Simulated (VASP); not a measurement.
# TiSi16 (a cell with a defect) in VASP: a series of runs

TiSi16 (a cell with a defect) is run at these levels: PBE+D3(BJ); tasks: single point.

Program: VASP 6.6.1. These are calculated values, not measurements. Logs are shortened: lines on timing, memory, paths and dates and some standing lists are left out, and cuts for length are marked.

### Step 1. The cell of the first run

The cell holds a defect, 17 atoms: a = 7.679 Å, b = 7.679 Å, c = 7.679 Å, α = 60.00°, β = 60.00°, γ = 60.00°.

### Step 2. Single point, PBE+D3(BJ)

The input, INCAR:

```
SYSTEM = TiSi16
ALGO = Normal
EDIFF = 1E-6
ENCUT = 520
GGA = PE
ISIF = 2
ISMEAR = 0
IVDW = 12
LASPH = .TRUE.
LCHARG = .FALSE.
LREAL = Auto
LWAVE = .FALSE.
NBANDS = 52
NELM = 80
PREC = Accurate
SIGMA = 0.02
```

The input, KPOINTS:

```
k-points
0
G
  2 2 2
  0 0 0
```

The input, POSCAR:

```
TiSi16
1.0
    0.0000000000      5.4300000000      5.4300000000
    5.4300000000      0.0000000000      5.4300000000
    5.4300000000      5.4300000000      0.0000000000
Si Ti
16 1
Direct
    0.0095470534     -0.0285356354      0.0085483425
    0.1188491713      0.1215751381      0.1179762431
   -0.0217466851      0.0113395028      0.5047028545
    0.1184954880      0.1224308471      0.6398969613
    0.0008254144      0.4953681400     -0.0002222836
    0.1338110497      0.6005771639      0.1324488029
    0.0004914365      0.4962588398      0.5032803867
    0.1138865562      0.6327825046      0.6266677716
    0.5056073665      0.0113616943     -0.0226294659
    0.6409380295      0.1223851750      0.1175140884
    0.5049068140      0.0129567219      0.5038545120
    0.6154107735      0.1543965930      0.6146348987
    0.5046370166      0.4962373849     -0.0007397790
    0.6277375691      0.6327528545      0.1130101289
    0.4948916206      0.5172501842      0.4939870166
    0.6272938306      0.6339371087      0.6259835175
    0.3648730203      0.9060722836      0.3640085635
```

Potentials or basis: VASP PAW PBE potentials, release 64 (Si, Ti_sv).

Started as:

```sh
$ cat potpaw_PBE.64/Si/POTCAR potpaw_PBE.64/Ti_sv/POTCAR > POTCAR
$ mpirun -np 1 vasp_std > vasp.out
```

OUTCAR:

```text
SYSTEM = TiSi16
   EDIFF = 1E-6
   ENCUT = 520
   GGA = PE
   ISIF = 2
   ISMEAR = 0
   IVDW = 12
   LASPH = .TRUE.
   LREAL = Auto
   NELM = 80
   PREC = Accurate
 IVDW          = 12

 ion  position               nearest neighbor table
   1  0.010  0.971  0.009-  10 2.32   4 2.32   2 2.32   6 2.33
   2  0.119  0.122  0.118-   1 2.32   5 2.35   3 2.43   9 2.43  17 2.68
   3  0.978  0.011  0.505-  12 2.28   8 2.37   4 2.43   2 2.43  17 2.43
   4  0.118  0.122  0.640-   1 2.32   7 2.35  11 2.43   3 2.43  17 2.68
   5  0.001  0.495  1.000-   6 2.33  14 2.34   8 2.34   2 2.35
   6  0.134  0.601  0.132-   1 2.33   5 2.33  13 2.33   7 2.33
   7  0.000  0.496  0.503-   6 2.33  16 2.34   8 2.34   4 2.35
   8  0.114  0.633  0.627-   5 2.34   7 2.34   3 2.37  15 2.39  17 2.85
   9  0.506  0.011  0.977-  12 2.28  14 2.37  10 2.43   2 2.43  17 2.43
  10  0.641  0.122  0.118-   1 2.32  13 2.35  11 2.43   9 2.43  17 2.68
  11  0.505  0.013  0.504-  12 2.28  16 2.38  10 2.43   4 2.43  17 2.43
  12  0.615  0.154  0.615-  15 2.28  11 2.28   9 2.28   3 2.28
  13  0.505  0.496  0.999-   6 2.33  16 2.34  14 2.34  10 2.35
  14  0.628  0.633  0.113-   5 2.34  13 2.34   9 2.37  15 2.39  17 2.85
  15  0.495  0.517  0.494-  12 2.28  14 2.39   8 2.39  16 2.39  17 2.44
  16  0.627  0.634  0.626-   7 2.34  13 2.34  11 2.38  15 2.39  17 2.85
  17  0.365  0.906  0.364-   3 2.43   9 2.43  11 2.43  15 2.44   2 2.68   4 2.68  10 2.68   8 2.85
                            14 2.85  16 2.85

  LATTYP: Found a face centered cubic cell.
 ALAT       =    10.8600000000

  Lattice vectors:

 A1 = (   0.0000000000,   5.4300000000,   5.4300000000)
 A2 = (   5.4300000000,   0.0000000000,   5.4300000000)
 A3 = (   5.4300000000,   5.4300000000,   0.0000000000)

Analysis of symmetry for initial positions (statically):
=====================================================================
 Subroutine PRICEL returns:
 Original cell was already a primitive cell.

 Routine SETGRP: Setting up the symmetry group for a
 face centered cubic supercell.

 Subroutine GETGRP returns: Found  1 space group operations
 (whereof  1 operations were pure point group operations)
 out of a pool of 48 trial point group operations.

The static configuration has the point symmetry C_1 .

Analysis of symmetry for dynamics (positions and initial velocities):
=====================================================================
 Subroutine PRICEL returns:
 Original cell was already a primitive cell.

 Routine SETGRP: Setting up the symmetry group for a
 face centered cubic supercell.

 Subroutine GETGRP returns: Found  1 space group operations
 (whereof  1 operations were pure point group operations)
 out of a pool of 48 trial point group operations.

The dynamic configuration has the point symmetry C_1 .

 Subroutine INISYM returns: Found  1 space group operations
 (whereof  1 operations are pure point group operations),
 and found     1 'primitive' translations

----------------------------------------------------------------------------------------

                                     Primitive cell

  volume of cell :     320.2060

  direct lattice vectors                    reciprocal lattice vectors
     0.000000000  5.430000000  5.430000000    -0.092081031  0.092081031  0.092081031
     5.430000000  0.000000000  5.430000000     0.092081031 -0.092081031  0.092081031
     5.430000000  5.430000000  0.000000000     0.092081031  0.092081031 -0.092081031

  length of vectors
     7.679179644  7.679179644  7.679179644     0.159489025  0.159489025  0.159489025

  position of ions in fractional coordinates (direct lattice)
     0.009547053  0.971464365  0.008548342
     0.118849171  0.121575138  0.117976243
     0.978253315  0.011339503  0.504702855
     0.118495488  0.122430847  0.639896961
     0.000825414  0.495368140  0.999777716
     0.133811050  0.600577164  0.132448803
[... 9 lines left out ...]
     0.627293831  0.633937109  0.625983518
     0.364873020  0.906072284  0.364008564

  ion indices of the primitive-cell ions
   primitive index   ion index
                 1           1
                 2           2
                 3           3
                 4           4
                 5           5
                 6           6
[... 9 lines left out ...]
                16          16
                17          17

----------------------------------------------------------------------------------------

 KPOINTS: k-points

Automatic generation of k-mesh.
 Grid dimensions read from file:
 generate k-points for:    2    2    2

 Generating k-lattice:

  Cartesian coordinates                     Fractional coordinates (reciprocal lattice)
    -0.046040516  0.046040516  0.046040516     0.500000000  0.000000000  0.000000000
     0.046040516 -0.046040516  0.046040516     0.000000000  0.500000000  0.000000000
     0.046040516  0.046040516 -0.046040516     0.000000000  0.000000000  0.500000000

  Length of vectors
     0.079744512  0.079744512  0.079744512

  Shift w.r.t. Gamma in fractional coordinates (k-lattice)
     0.000000000  0.000000000  0.000000000

 Subroutine IBZKPT returns following result:
 ===========================================

 Found      8 irreducible k-points:

 Following reciprocal coordinates:
            Coordinates               Weight
  0.000000  0.000000  0.000000      1.000000
  0.500000  0.000000  0.000000      1.000000
  0.000000  0.500000  0.000000      1.000000
  0.000000  0.000000  0.500000      1.000000
  0.500000  0.500000  0.500000      1.000000
  0.500000  0.500000  0.000000      1.000000
  0.000000  0.500000  0.500000      1.000000
  0.500000  0.000000  0.500000      1.000000
   k-points           NKPTS =      8   k-points in BZ     NKDIM =      8   number of bands    NBANDS=     52
   number of dos      NEDOS =    301   number of ions     NIONS =     17
   total plane-waves  NPLWV = 216000
   dimension x,y,z NGX =    60 NGY =   60 NGZ =   60
   dimension x,y,z NGXF=   120 NGYF=  120 NGZF=  120
   ions per type =              16   1
   NGX,Y,Z   is equivalent  to a cutoff of  12.99, 12.99, 12.99 a.u.
   NGXF,Y,Z  is equivalent  to a cutoff of  25.98, 25.98, 25.98 a.u.
 SYSTEM =  TiSi16
   PREC   = accura    normal or accurate (medium, high low for compatibility)
   ISTART =      0    job   : 0-new  1-cont  2-samecut
   ICHARG =      2    charge: 1-file 2-atom 10-const
   ISPIN  =      1    spin polarized calculation?
   LNONCOLLINEAR =      F non collinear calculations
   LSORBIT =      F    spin-orbit coupling
   LASPH  =      T    aspherical Exc in radial PAW
   ENCUT  =  520.0 eV  38.22 Ry    6.18 a.u.  14.28 14.28 14.28*2*pi/ulx,y,z
   NELM   =     80;   NELMIN=  2; NELMDL= -5     # of ELM steps
   EDIFF  = 0.1E-05   stopping-criterion for ELM
   LREAL  =      T    real-space projection
   EDIFFG = 0.1E-04   stopping-criterion for IOM
   NSW    =      0    number of steps for IOM
   IBRION =     -1    ionic relax: 0-MD 1-quasi-New 2-CG
   NFREE  =      0    steps in history (QN), initial steepest desc. (CG)
   ISIF   =      2    stress and relaxation
   ISYM   =      2    0-nonsym 1-usesym 2-fastsym
   POTIM  = 0.5000    time-step for ionic-motion
   TEBEG  =    0.0;   TEEND  =   0.0 temperature during run
   PSTRESS=    0.0 pullay stress
   NELECT =      76.0000    total number of electrons
   NUPDOWN=      -1.0000    fix difference up-down
   EMIN   =  10.00;   EMAX   =-10.00  energy-range for DOS
   EFERMI =   0.00;   METHOD = LEGACY
   ISMEAR =     0;   SIGMA  =   0.02  broadening in eV -4-tet -1-fermi 0-gaus
   EFERMI_NEDOS =   21; number of points for ismear=-14 and -15
   IALGO  =     38    algorithm
   IMIX   =      4    mixing-type and parameters
     AMIX     =   0.40;   BMIX     =  1.00
     AMIX_MAG =   1.60;   BMIX_MAG =  1.00
  volume/ion in A,a.u.               =      18.84       127.11
  Fermi-wavevector in a.u.,A,eV,Ry     =   1.013607  1.915439 13.978610  1.027399
  Thomas-Fermi vector in A             =   2.146786
   LORBIT       =      0    0 simple, 1 ext, 2 COOP (PROOUT), +10 PAW based schemes
   GGA     = PE    functional components
   LHFCALC =     F    Hartree Fock is set to
   AEXX    =    0.0000 exact exchange contribution
   IVDW    =    12    specifies the selected vdW correction
   LEPSILON=     F    determine dielectric tensor
   LRPA    =     F    only Hartree local field effects (RPA)
 non-spin polarized calculation
 Gauss-broadening in eV      SIGMA  =   0.02
  energy-cutoff  :      520.00
  volume of cell :      320.21
 maximum number of plane-waves:      8646
 NGX is ok and might be reduce to    60
   NGX = 29   NGY = 29   NGZ = 29

 number of electron      76.0000000 magnetization

 Free energy of the ion-electron system (eV)
  ---------------------------------------------------
  ext. energy  EPLUGINS =         0.00000000
  ---------------------------------------------------
  free energy    TOTEN  =       -92.08693128 eV

  energy without entropy =      -92.07926277  energy(sigma->0) =      -92.08309702

 E-fermi :   6.8914     XC(G=0):  -9.7567

 val. band max:        6.8514111813   @ k =   0.0000   0.0000   0.0000
 cond. band min:       6.8952472427   @ k =   0.5000   0.5000   0.5000
 fundamental gap:      0.0438360614
 Fermi energy:         6.8913520293

 k-point     1 :       0.0000    0.0000    0.0000
  band No.  band energies     occupation
      1     -49.9019      2.00000
      2     -26.2869      2.00000
      3     -26.2677      2.00000
      4     -26.2628      2.00000
      5      -5.7145      2.00000
      6      -3.5203      2.00000
[... 42 lines left out ...]
     49       8.2378      0.00000
     50       8.4941      0.00000

 k-point     2 :       0.5000    0.0000    0.0000
  band No.  band energies     occupation
      1     -49.9019      2.00000
      2     -26.2869      2.00000
      3     -26.2677      2.00000
      4     -26.2628      2.00000
      5      -5.0113      2.00000
      6      -4.7887      2.00000
[... 310 lines left out ...]
 k-point     8 :       0.5000    0.0000    0.5000
  band No.  band energies     occupation
      1     -49.9019      2.00000
      2     -26.2869      2.00000
      3     -26.2677      2.00000
      4     -26.2628      2.00000
      5      -4.6891      2.00000
      6      -4.5903      2.00000
[... 42 lines left out ...]
     49       9.8629      0.00000
     50      10.5187      0.00000
 [bands above 50 left out]

------------------------ aborting loop because EDIFF is reached ----------------------------------------

 Edisp (eV)   -5.83754

 E8    (eV) :    -2.4419

  FORCE on cell =-STRESS in cart. coord.  units (eV):
  Direction    XX          YY          ZZ          XY          YZ          ZX
  --------------------------------------------------------------------------------------
  -------------------------------------------------------------------------------------
  Total       1.56261     1.62764     1.56845     0.14084     0.14873    -0.19690
  in kB       7.81864     8.14401     7.84788     0.70471     0.74421    -0.98518
  external pressure =        7.94 kB  Pullay stress =        0.00 kB

 VOLUME and BASIS-vectors are now :
 -----------------------------------------------------------------------------
  energy-cutoff  :      520.00
  volume of cell :      320.21
      direct lattice vectors                 reciprocal lattice vectors
     0.000000000  5.430000000  5.430000000    -0.092081031  0.092081031  0.092081031
     5.430000000  0.000000000  5.430000000     0.092081031 -0.092081031  0.092081031
     5.430000000  5.430000000  0.000000000     0.092081031  0.092081031 -0.092081031

 POSITION                                       TOTAL-FORCE (eV/Angst)
 -----------------------------------------------------------------------------------
      5.32147      0.09826      5.32689         0.056824     -0.053396      0.057634
      1.30076      1.28596      1.30550         0.057723      0.034248      0.058837
      2.80211      8.05245      5.37349         0.029173     -0.025922      0.163360
      4.13944      4.11807      1.30823        -0.035233     -0.051636      0.054844
      8.11864      5.43328      2.69433         0.046565     -0.021384      0.046644
      3.98033      1.44579      3.98773         0.061643     -0.060653      0.058527
[... 9 lines left out ...]
      6.84137      6.80530      6.84848         0.038854     -0.013705      0.039288
      6.89654      3.95783      6.90123        -0.467803      0.473195     -0.460966
 -----------------------------------------------------------------------------------
    total drift:                               -0.002297      0.005277     -0.003901

  FREE ENERGIE OF THE ION-ELECTRON SYSTEM (eV)
  ---------------------------------------------------
  free  energy   TOTEN  =       -97.9244668246 eV

  energy  without entropy=      -97.9167983144  energy(sigma->0) =      -97.92063257
```

It took 7.8 min on 1 thread of Intel Xeon 8259CL, shared host; peak memory 0.49 GiB.

Results:

```yaml
Free_energy: -97.9245 eV
Pressure: 0.8 GPa
Largest_force: 0.809 eV/Å
Band_gap_on_the_k_mesh: zero (bands 38 and 39 overlap by 0.33 eV)
Dispersion_energy_per_atom: -0.343 eV
```

Forces in eV/Å, atoms in the order of the input:
```
Si   0.057 -0.053  0.058
Si   0.058  0.034  0.059
Si   0.029 -0.026  0.163
Si  -0.035 -0.052  0.055
Si   0.047 -0.021  0.047
Si   0.062 -0.061  0.059
Si   0.019 -0.042  0.043
Si   0.040 -0.041  0.008
Si   0.171 -0.021  0.024
Si   0.055 -0.053 -0.034
Si   0.012 -0.175  0.013
Si  -0.038  0.042 -0.032
Si   0.042 -0.042  0.018
Si   0.008 -0.041  0.040
Si  -0.097  0.091 -0.098
Si   0.039 -0.014  0.039
Ti  -0.468  0.473 -0.461
```

Levels at points of the mesh, in eV from the Fermi level:
| k point | band 35 | band 36 | band 37 | band 38 | band 39 | band 40 |
| --- | --- | --- | --- | --- | --- | --- |
| (0.00, 0.00, 0.00) | -1.01 | -0.93 | -0.50 | -0.32 | -0.32 | -0.04 |
| (0.50, 0.00, 0.00) | -1.35 | -1.31 | -0.21 | 0.01 | 0.24 | 0.35 |
| (0.00, 0.50, 0.00) | -1.34 | -1.33 | -0.33 | -0.06 | -0.06 | 0.56 |
| (0.00, 0.00, 0.50) | -1.35 | -1.31 | -0.21 | 0.01 | 0.24 | 0.35 |
| (0.50, 0.50, 0.50) | -1.35 | -1.31 | -0.21 | 0.00 | 0.24 | 0.35 |
| (0.50, 0.50, 0.00) | -1.95 | -1.82 | -0.61 | 0.00 | 0.51 | 0.69 |
| (0.00, 0.50, 0.50) | -1.95 | -1.82 | -0.61 | 0.00 | 0.51 | 0.69 |
| (0.50, 0.00, 0.50) | -1.95 | -1.82 | -0.61 | 0.01 | 0.51 | 0.69 |

Caveat: the k points lie up to 0.50 Å⁻¹ apart.

(Part 1 of 2 ends here.)

The gap in the log of VASP goes by the Fermi energy; the results here count the filled bands.